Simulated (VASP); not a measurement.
# SnO2 (Fm-3m) in VASP: further runs

Runs on SnO2. Level: r2SCAN. Tasks: single point.

Everything below comes from runs of VASP 6.6.1. Logs are shortened: lines on timing, memory, paths and dates and some standing lists are left out, and cuts for length are marked.

**1. The cell of the first run**

It takes space group Fm-3m (No. 225, cubic). The conventional cell has a = 5.067 Å, b = 5.067 Å, c = 5.067 Å, α = 90.00°, β = 90.00°, γ = 90.00°. Within 2.9 Å of Sn (site symmetry m-3m) lie 8 O at 2.19 Å. Within 2.9 Å of O (site symmetry -43m) lie 4 Sn at 2.19 Å and 6 O at 2.53 Å.

**2. Single point, r2SCAN**

Contents of POSCAR:

```
SnO2
1.0
    0.0000000000      2.5334669716      2.5334669716
    2.5334669716      0.0000000000      2.5334669716
    2.5334669716      2.5334669716      0.0000000000
Sn O
1 2
Direct
    0.0000000000      0.0000000000      0.0000000000
    0.2500000000      0.2500000000      0.2500000000
    0.7500000000      0.7500000000      0.7500000000
```

Contents of INCAR.step1:

```
ALGO = Normal
EDIFF = 1E-4
ENCUT = 520
GGA = PE
ISMEAR = 0
LASPH = True
LCHARG = False
LREAL = False
LWAVE = True
NBANDS = 20
NELM = 80
PREC = Accurate
SIGMA = 0.01
```

Contents of INCAR.step2:

```
ALGO = Normal
EDIFF = 1E-6
ENCUT = 520
ISIF = 2
ISMEAR = 0
ISTART = 1
LASPH = True
LCHARG = False
LMIXTAU = True
LREAL = False
LWAVE = False
METAGGA = R2SCAN
NBANDS = 20
NELM = 80
PREC = Accurate
SIGMA = 0.01
```

Contents of KPOINTS:

```
k-points
0
Gamma
  6 6 6
```

Potentials or basis: VASP PAW PBE potentials, release 64 (Sn_d, O).

The run is started by

```
> cat potpaw_PBE.64/Sn_d/POTCAR potpaw_PBE.64/O/POTCAR > POTCAR
> cp INCAR.step1 INCAR
> mpirun -np 1 vasp_std > vasp.out
> cp INCAR.step2 INCAR
> mpirun -np 1 vasp_std > vasp.out
```

OUTCAR:

```text
EDIFF = 1E-6
   ENCUT = 520
   ISIF = 2
   ISMEAR = 0
   ISTART = 1
   LASPH = True
   LREAL = False
   METAGGA = R2SCAN
   NELM = 80
   PREC = Accurate

 ion  position               nearest neighbor table
   1  0.000  0.000  0.000-   3 2.19   3 2.19   3 2.19   2 2.19   3 2.19   2 2.19   2 2.19   2 2.19

   2  0.250  0.250  0.250-   1 2.19   1 2.19   1 2.19   1 2.19
   3  0.750  0.750  0.750-   1 2.19   1 2.19   1 2.19   1 2.19

  LATTYP: Found a face centered cubic cell.
 ALAT       =     5.0669339432

  Lattice vectors:

 A1 = (   0.0000000000,   2.5334669716,   2.5334669716)
 A2 = (   2.5334669716,   0.0000000000,   2.5334669716)
 A3 = (   2.5334669716,   2.5334669716,   0.0000000000)

Analysis of symmetry for initial positions (statically):
=====================================================================
 Subroutine PRICEL returns:
 Original cell was already a primitive cell.

 Routine SETGRP: Setting up the symmetry group for a
 face centered cubic supercell.

 Subroutine GETGRP returns: Found 48 space group operations
 (whereof 48 operations were pure point group operations)
 out of a pool of 48 trial point group operations.

The static configuration has the point symmetry O_h .

Analysis of symmetry for dynamics (positions and initial velocities):
=====================================================================
 Subroutine PRICEL returns:
 Original cell was already a primitive cell.

 Routine SETGRP: Setting up the symmetry group for a
 face centered cubic supercell.

 Subroutine GETGRP returns: Found 48 space group operations
 (whereof 48 operations were pure point group operations)
 out of a pool of 48 trial point group operations.

The dynamic configuration has the point symmetry O_h .

 Subroutine INISYM returns: Found 48 space group operations
 (whereof 48 operations are pure point group operations),
 and found     1 'primitive' translations

----------------------------------------------------------------------------------------

                                     Primitive cell

  volume of cell :      32.5219

  direct lattice vectors                    reciprocal lattice vectors
     0.000000000  2.533466972  2.533466972    -0.197358010  0.197358010  0.197358010
     2.533466972  0.000000000  2.533466972     0.197358010 -0.197358010  0.197358010
     2.533466972  2.533466972  0.000000000     0.197358010  0.197358010 -0.197358010

  length of vectors
     3.582863351  3.582863351  3.582863351     0.341834101  0.341834101  0.341834101

  position of ions in fractional coordinates (direct lattice)
     0.000000000  0.000000000  0.000000000
     0.250000000  0.250000000  0.250000000
     0.750000000  0.750000000  0.750000000

  ion indices of the primitive-cell ions
   primitive index   ion index
                 1           1
                 2           2
                 3           3

----------------------------------------------------------------------------------------

 KPOINTS: k-points

Automatic generation of k-mesh.
 Grid dimensions read from file:
 generate k-points for:    6    6    6

 Generating k-lattice:

  Cartesian coordinates                     Fractional coordinates (reciprocal lattice)
    -0.032893002  0.032893002  0.032893002     0.166666667  0.000000000  0.000000000
     0.032893002 -0.032893002  0.032893002     0.000000000  0.166666667  0.000000000
     0.032893002  0.032893002 -0.032893002     0.000000000  0.000000000  0.166666667

  Length of vectors
     0.056972350  0.056972350  0.056972350

  Shift w.r.t. Gamma in fractional coordinates (k-lattice)
     0.000000000  0.000000000  0.000000000

 Subroutine IBZKPT returns following result:
 ===========================================

 Found     16 irreducible k-points:

 Following reciprocal coordinates:
            Coordinates               Weight
  0.000000  0.000000  0.000000      1.000000
  0.166667  0.000000  0.000000      8.000000
  0.333333  0.000000  0.000000      8.000000
  0.500000  0.000000  0.000000      4.000000
  0.166667  0.166667  0.000000      6.000000
  0.333333  0.166667  0.000000     24.000000
[... 8 lines left out ...]
 -0.333333  0.333333  0.166667     24.000000
 -0.333333  0.500000  0.166667     12.000000
   k-points           NKPTS =     16   k-points in BZ     NKDIM =     16   number of bands    NBANDS=     20
   number of dos      NEDOS =    301   number of ions     NIONS =      3
   total plane-waves  NPLWV =  21952
   dimension x,y,z NGX =    28 NGY =   28 NGZ =   28
   dimension x,y,z NGXF=    56 NGYF=   56 NGZF=   56
   ions per type =               1   2
   NGX,Y,Z   is equivalent  to a cutoff of  12.99, 12.99, 12.99 a.u.
   NGXF,Y,Z  is equivalent  to a cutoff of  25.98, 25.98, 25.98 a.u.
 SYSTEM =  unknown system
   PREC   = accura    normal or accurate (medium, high low for compatibility)
   ISTART =      1    job   : 0-new  1-cont  2-samecut
   ICHARG =      0    charge: 1-file 2-atom 10-const
   ISPIN  =      1    spin polarized calculation?
   LNONCOLLINEAR =      F non collinear calculations
   LSORBIT =      F    spin-orbit coupling
   LASPH  =      T    aspherical Exc in radial PAW
   ENCUT  =  520.0 eV  38.22 Ry    6.18 a.u.   6.66  6.66  6.66*2*pi/ulx,y,z
   NELM   =     80;   NELMIN=  2; NELMDL=  0     # of ELM steps
   EDIFF  = 0.1E-05   stopping-criterion for ELM
   LREAL  =      F    real-space projection
   EDIFFG = 0.1E-04   stopping-criterion for IOM
   NSW    =      0    number of steps for IOM
   IBRION =     -1    ionic relax: 0-MD 1-quasi-New 2-CG
   NFREE  =      0    steps in history (QN), initial steepest desc. (CG)
   ISIF   =      2    stress and relaxation
   ISYM   =      2    0-nonsym 1-usesym 2-fastsym
   POTIM  = 0.5000    time-step for ionic-motion
   TEBEG  =    0.0;   TEEND  =   0.0 temperature during run
   PSTRESS=    0.0 pullay stress
   NELECT =      26.0000    total number of electrons
   NUPDOWN=      -1.0000    fix difference up-down
   EMIN   =  10.00;   EMAX   =-10.00  energy-range for DOS
   EFERMI =   0.00;   METHOD = LEGACY
   ISMEAR =     0;   SIGMA  =   0.01  broadening in eV -4-tet -1-fermi 0-gaus
   EFERMI_NEDOS =   21; number of points for ismear=-14 and -15
   IALGO  =     38    algorithm
   IMIX   =      4    mixing-type and parameters
     AMIX     =   0.40;   BMIX     =  1.00
     AMIX_MAG =   1.60;   BMIX_MAG =  1.00
  volume/ion in A,a.u.               =      10.84        73.16
  Fermi-wavevector in a.u.,A,eV,Ry     =   1.519407  2.871262 31.410365  2.308597
  Thomas-Fermi vector in A             =   2.628397
   LORBIT       =      0    0 simple, 1 ext, 2 COOP (PROOUT), +10 PAW based schemes
   METAGGA = R2SCAN    functional components
   LHFCALC =     F    Hartree Fock is set to
   AEXX    =    0.0000 exact exchange contribution
   IVDW    =     0    specifies the selected vdW correction
   LEPSILON=     F    determine dielectric tensor
   LRPA    =     F    only Hartree local field effects (RPA)
 non-spin polarized calculation
 Gauss-broadening in eV      SIGMA  =   0.01
  energy-cutoff  :      520.00
  volume of cell :       32.52
 maximum number of plane-waves:       899
 NGX is ok and might be reduce to    28
   NGX = 13   NGY = 13   NGZ = 13

 number of electron      25.9999988 magnetization

 Free energy of the ion-electron system (eV)
  ---------------------------------------------------
  ext. energy  EPLUGINS =         0.00000000
  ---------------------------------------------------
  free energy    TOTEN  =       -41.48074920 eV

  energy without entropy =      -41.48074920  energy(sigma->0) =      -41.48074920

 E-fermi :   7.8168     XC(G=0): -12.7666

 val. band max:        7.6871238185   @ k =  -0.3333   0.5000   0.1667
 cond. band min:       8.5656171623   @ k =   0.0000   0.0000   0.0000
 fundamental gap:      0.8784933438
 Fermi energy:         7.8167971533

 k-point     1 :       0.0000    0.0000    0.0000
  band No.  band energies     occupation
      1     -13.4445      2.00000
      2     -13.4444      2.00000
      3     -13.4444      2.00000
      4     -13.2566      2.00000
      5     -13.2566      2.00000
      6     -12.9838      2.00000
[... 12 lines left out ...]
     19      23.9576      0.00000
     20      23.9576      0.00000

 k-point     2 :       0.1667    0.0000    0.0000
  band No.  band energies     occupation
      1     -13.6027      2.00000
      2     -13.4233      2.00000
      3     -13.4233      2.00000
      4     -13.2568      2.00000
      5     -13.2568      2.00000
      6     -12.6719      2.00000
[... 12 lines left out ...]
     19      24.0479      0.00000
     20      24.0479      0.00000

 k-point     3 :       0.3333    0.0000    0.0000
  band No.  band energies     occupation
      1     -13.9221      2.00000
      2     -13.3943      2.00000
      3     -13.3943      2.00000
      4     -13.2431      2.00000
      5     -13.2431      2.00000
      6     -11.7606      2.00000
[... 12 lines left out ...]
     19      24.1329      0.00000
     20      24.8136      0.00000

 k-point     4 :       0.5000    0.0000    0.0000
  band No.  band energies     occupation
      1     -14.0688      2.00000
      2     -13.3878      2.00000
      3     -13.3878      2.00000
      4     -13.2278      2.00000
      5     -13.2278      2.00000
      6     -10.8778      2.00000
[... 12 lines left out ...]
     19      23.9532      0.00000
     20      24.2293      0.00000

 k-point     5 :       0.1667    0.1667    0.0000
  band No.  band energies     occupation
      1     -13.6390      2.00000
      2     -13.4026      2.00000
      3     -13.4026      2.00000
      4     -13.2743      2.00000
      5     -13.2453      2.00000
      6     -12.6252      2.00000
[... 12 lines left out ...]
     19      24.3045      0.00000
     20      24.9179      0.00000
[... 169 lines left out ...]
      6     -11.2573      2.00000
[... 12 lines left out ...]
     19      26.0043      0.00000
     20      26.5690      0.00000

 k-point    14 :       0.5000    0.3333    0.1667
  band No.  band energies     occupation
      1     -13.9038      2.00000
      2     -13.5923      2.00000
      3     -13.3203      2.00000
      4     -13.2943      2.00000
      5     -13.2380      2.00000
      6     -11.1575      2.00000
[... 12 lines left out ...]
     19      24.8618      0.00000
     20      27.7314      0.00000

 k-point    15 :      -0.3333    0.3333    0.1667
  band No.  band energies     occupation
      1     -13.8852      2.00000
      2     -13.7284      2.00000
      3     -13.3034      2.00000
      4     -13.2914      2.00000
      5     -13.2393      2.00000
      6     -10.2114      2.00000
[... 12 lines left out ...]
     19      24.8793      0.00000
     20      27.9574      0.00000

 k-point    16 :      -0.3333    0.5000    0.1667
  band No.  band energies     occupation
      1     -14.0061      2.00000
      2     -13.5989      2.00000
      3     -13.3119      2.00000
      4     -13.2704      2.00000
      5     -13.2308      2.00000
      6     -10.5993      2.00000
[... 12 lines left out ...]
     19      25.9215      0.00000
     20      26.9388      0.00000

------------------------ aborting loop because EDIFF is reached ----------------------------------------

  FORCE on cell =-STRESS in cart. coord.  units (eV):
  Direction    XX          YY          ZZ          XY          YZ          ZX
  --------------------------------------------------------------------------------------
  -------------------------------------------------------------------------------------
  Total        0.2740633      0.2740633      0.2740633      0.0000000      0.0000000      0.0000000
  in kB       13.5016177     13.5016177     13.5016177      0.0000000      0.0000000      0.0000000
  external PRESSURE =      13.5016177 kB  Pullay stress =       0.0000000 kB

 VOLUME and BASIS-vectors are now :
 -----------------------------------------------------------------------------
  energy-cutoff  :      520.00
  volume of cell :       32.52
      direct lattice vectors                 reciprocal lattice vectors
     0.000000000  2.533466972  2.533466972    -0.197358010  0.197358010  0.197358010
     2.533466972  0.000000000  2.533466972     0.197358010 -0.197358010  0.197358010
     2.533466972  2.533466972  0.000000000     0.197358010  0.197358010 -0.197358010

 POSITION                                       TOTAL-FORCE (eV/Angst)
 -----------------------------------------------------------------------------------
      0.00000      0.00000      0.00000         0.000000      0.000000      0.000000
      1.26673      1.26673      1.26673        -0.000000      0.000000     -0.000000
      3.80020      3.80020      3.80020        -0.000000     -0.000000      0.000000
 -----------------------------------------------------------------------------------
    total drift:                               -0.000000     -0.000000      0.000000

  FREE ENERGIE OF THE ION-ELECTRON SYSTEM (eV)
  ---------------------------------------------------
  free  energy   TOTEN  =       -41.4807492047 eV

  energy  without entropy=      -41.4807492047  energy(sigma->0) =      -41.48074920
```

It took 55 s on 1 thread of Intel Xeon Platinum 8259CL at 2.50GHz (Skylake/Cascade Lake), shared host; peak memory 0.16 GiB.

Results:

```yaml
Free_energy: -41.4807 eV
Pressure: 1.4 GPa
Band_gap_on_the_k_mesh: 0.88 eV, indirect (least direct gap 2.29 eV)
```

Caveat: the PAW data sets were made with another functional, which shifts forces and pressure a little; spin-orbit coupling is left out, which moves the levels of the heavy elements.

**3. Single point, r2SCAN**

POSCAR is that of step 2.

Contents of INCAR.step1:

```
SYSTEM = SnO2
ALGO = Normal
EDIFF = 1E-4
ENCUT = 520
GGA = PE
ISMEAR = 0
LASPH = .True.
LCHARG = .False.
LREAL = .False.
LWAVE = .True.
NBANDS = 20
NELM = 60
PREC = Accurate
SIGMA = 0.01
```

Contents of INCAR.step2:

```
SYSTEM = SnO2
ALGO = Normal
EDIFF = 1E-7
ENCUT = 520
ISIF = 2
ISMEAR = 0
ISTART = 1
LASPH = .True.
LCHARG = .False.
LMIXTAU = .True.
LREAL = .False.
LWAVE = .False.
METAGGA = R2SCAN
NBANDS = 20
NELM = 60
PREC = Accurate
SIGMA = 0.01
```

Contents of KPOINTS:

```
k-points
0
Gamma
  6 6 6
  0 0 0
```

Potentials or basis: VASP PAW PBE potentials, release 64 (Sn_d, O).

The run is started by

```
> cat potpaw_PBE.64/Sn_d/POTCAR potpaw_PBE.64/O/POTCAR > POTCAR
> cp INCAR.step1 INCAR
> mpirun -np 1 vasp_std > vasp.out
> cp INCAR.step2 INCAR
> mpirun -np 1 vasp_std > vasp.out
```

Run time: 59 s. Hardware: 1 thread of Intel Xeon Platinum 8259CL at 2.50GHz (Skylake/Cascade Lake), shared host; peak memory 0.17 GiB.

The run converged. Its results:

```yaml
Free_energy: -41.4807 eV
Pressure: 1.4 GPa
Band_gap_on_the_k_mesh: 0.88 eV, indirect (least direct gap 2.29 eV)
```

Levels at points of the mesh, in eV from the valence-band top:
| k point | band 9 | band 10 | band 11 | band 12 | band 13 | band 14 | band 15 | band 16 | band 17 | band 18 |
| --- | --- | --- | --- | --- | --- | --- | --- | --- | --- | --- |
| (0.00, 0.00, 0.00) | -3.01 | -3.01 | -1.42 | -1.42 | -1.42 | 0.88 | 7.91 | 7.91 | 7.91 | 13.93 |
| (0.50, 0.00, 0.00) | -3.96 | -3.46 | -3.46 | -2.18 | -2.18 | 5.56 | 8.64 | 11.42 | 11.42 | 16.27 |
| (0.50, 0.50, 0.00) | -5.63 | -5.63 | -0.19 | -0.19 | -0.11 | 3.87 | 8.12 | 10.50 | 13.39 | 13.39 |

Caveat: the PAW data sets were made with another functional, which shifts forces and pressure a little; spin-orbit coupling is left out, which moves the levels of the heavy elements.
